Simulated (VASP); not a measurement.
A run of VASP 6.6.1 is set up as follows.

Contents of INCAR:

```
SYSTEM = ScAl3
PREC = Accurate
ENCUT = 520
EDIFF = 1E-6
ISMEAR = 0
SIGMA = 0.15
LREAL = .False.
LASPH = .True.
NELM = 60
ALGO = Fast
ISIF = 2
LWAVE = .False.
LCHARG = .True.
GGA = PE
LELF = .True.
LVHAR = .True.
NBANDS = 18
```

The input KPOINTS:

```
Automatic mesh
0
Gamma
  12 12 12
  0 0 0
```

Contents of POSCAR:

```
ScAl3
1.0
    4.1053305968      0.0000000000      0.0000000000
    0.0000000000      4.1053305968      0.0769749487
    0.0000000000      0.0769749487      4.1053305968
Sc Al
1 3
Direct
    0.0000000000      0.0000000000      0.0000000000
    0.5000000000      0.0000000000      0.5000000000
    0.0000000000      0.5000000000      0.5000000000
    0.5000000000      0.5000000000      0.0000000000
```

Potentials or basis: VASP PAW PBE potentials, release 64 (Sc_sv, Al).

Command:

```bash
$ cat potpaw_PBE.64/Sc_sv/POTCAR potpaw_PBE.64/Al/POTCAR > POTCAR
$ mpirun -np 1 vasp_std > vasp.out
```

What does it give for the pressure?

0.2 GPa.

Estimate the band gap on the k mesh.

zero (bands 10 and 11 overlap by 3.71 eV).

Stress tensor (GPa, compression positive):
```
-0.05  0.00  0.00
 0.00  0.33 -2.67
 0.00 -2.67  0.33
```

Caveat: the cell differs from its parent crystal (strain +0.0375 x Voigt [0, 0, 0, 1, 0, 0]).
